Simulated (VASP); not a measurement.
Wanted: the native input for a VASP 6.6.1 run.

```yaml
Task: single point
Functional: BLYP
Potentials_or_basis: VASP PAW PBE potentials, release 64 (Pt, K_sv)
Cutoff: 520 eV
k_mesh: 10 × 10 × 5
Occupations: fermi-dirac, width 0.05 eV
Spin: no spin polarisation
Dipole_correction: no
Further_INCAR_settings: ALGO = Normal; EDIFF = 1e-06; NBANDS = 16
```

The structure of KPt lies in POSCAR:

```
KPt
1.0
    3.0403366399      0.0000000000      0.0000000000
   -1.5201683200      2.6330087662      0.0000000000
    0.0000000000      0.0000000000      5.4159226196
Pt K
1 1
Direct
    0.6666666667      0.3333333333      0.0000000000
    0.0000000000      0.0000000000      0.5000000000
```

These files were run (other wordings do the same):

INCAR

```
SYSTEM = KPt
AGGAC    = 1.0          
AGGAX    = 1.0          
ALDAC    = 0.0          
ALDAX    = 1.0          
ALGO     = Normal         ! electronic algorithm
EDIFF    = 1E-6           ! SCF threshold, eV
ENCUT    = 520            ! plane-wave cutoff, eV
GGA      = B5             ! functional
ISIF     = 2              ! what is computed and relaxed
ISMEAR   = -1             ! smearing method
LASPH    = .True.         ! aspherical terms in the spheres
LCHARG   = .False.        ! write CHGCAR
LREAL    = .False.        ! projectors in reciprocal space
LWAVE    = .False.        ! write WAVECAR
NBANDS   = 16             ! bands
NELM     = 60             ! most SCF steps
PREC     = Accurate       ! precision mode
SIGMA    = 0.05           ! smearing width, eV
```

KPOINTS

```
k-points
0
Gamma
  10 10 5
  0 0 0
```

Potentials or basis: VASP PAW PBE potentials, release 64 (Pt, K_sv).

Run with:

```console
$ cat potpaw_PBE.64/Pt/POTCAR potpaw_PBE.64/K_sv/POTCAR > POTCAR
$ mpirun -np 1 vasp_std > vasp.out
```

Results of the run:

| Item | Value |
| --- | --- |
| Pressure | 2.6 GPa |

Caveat: the PAW data sets were made with another functional, which shifts forces and pressure a little.

Wall time 53 s on 1 thread of Intel Xeon 8259CL (shared host), peak memory 0.18 GiB.
